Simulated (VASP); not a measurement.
Here is a VASP 6.6.1 calculation.

The input INCAR:

```
SYSTEM = As
PREC = Accurate
ENCUT = 520
EDIFF = 1E-7
ISMEAR = -1
SIGMA = 0.05
LREAL = .False.
LASPH = .True.
NELM = 80
ALGO = Normal
ISIF = 2
LWAVE = .False.
LCHARG = .False.
GGA = PS
NBANDS = 12
```

KPOINTS

```
Automatic mesh
0
Gamma
  10 10 10
  0 0 0
```

The input POSCAR:

```
As
1.0
    1.8807968987      1.0858785957      3.5140619945
   -1.8807968987      1.0858785957      3.5140619945
    0.0000000000     -2.1717571915      3.5140619945
As
2
Direct
    0.6918000000      0.8418000000      0.8418000000
    0.3082000000      0.1582000000      0.1582000000
```

Potentials or basis: VASP PAW PBE potentials, release 64 (As).

Run with:

```sh
$ cat potpaw_PBE.64/As/POTCAR > POTCAR
$ mpirun -np 1 vasp_std > vasp.out
```

(1) What does it give for the largest force?

(2) What does it give for the band gap on the k mesh?

(3) What does it give for the pressure?

## Answers

(1) 22.685 eV/Å.

(2) zero (bands 5 and 6 overlap by 1.85 eV).

(3) 54.2 GPa.

Caveat: the cell differs from its parent crystal (shortest bond scaled by 0.7); the cell stands under pressure; the PAW data sets were made with another functional, which shifts forces and pressure a little.
